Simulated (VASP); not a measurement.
AlRu, 2 atoms in the cell. Symmetry: Pm-3m, No. 221, cubic system. The conventional cell has a = 3.132 Å, b = 3.132 Å, c = 3.132 Å, α = 90.00°, β = 90.00°, γ = 90.00°. Within 3.6 Å of Al (site symmetry m-3m) lie 8 Ru at 2.71 Å and 6 Al at 3.13 Å. Within 3.6 Å of Ru (site symmetry m-3m) lie 8 Al at 2.71 Å and 6 Ru at 3.13 Å. 

- Program: VASP 6.6.1
- Task: relaxation of cell and atoms
- Functional: PBE
- Potentials or basis: VASP PAW PBE potentials, release 64 (Al, Ru_pv)
- Cutoff: 600 eV
- k mesh: 6 × 6 × 6
- Occupations: gaussian, width 0.1 eV
- Spin: no spin polarisation
- Dipole correction: no
- Further INCAR settings: ALGO = Fast; EDIFF = 1e-06; IBRION = 2; EDIFFG = -0.04; NSW = 90; ISIF = 3

Potentials or basis: VASP PAW PBE potentials, release 64 (Al, Ru_pv).

Run with:

```sh
$ cat potpaw_PBE.64/Al/POTCAR potpaw_PBE.64/Ru_pv/POTCAR > POTCAR
$ mpirun -np 1 vasp_std > vasp.out
```

Hardware: 1 thread of Intel(R) Xeon(R) Platinum 8259CL CPU @ 2.50GHz (Skylake/Cascade Lake), with other jobs on the host.

Question: How long does it take, and how much memory?

Answer: It took 29 s on 1 thread of Intel(R) Xeon(R) Platinum 8259CL CPU @ 2.50GHz (Skylake/Cascade Lake) (shared host), peak memory 0.16 GiB. Counts: scf iterations 43, k points 20, ion steps 4.
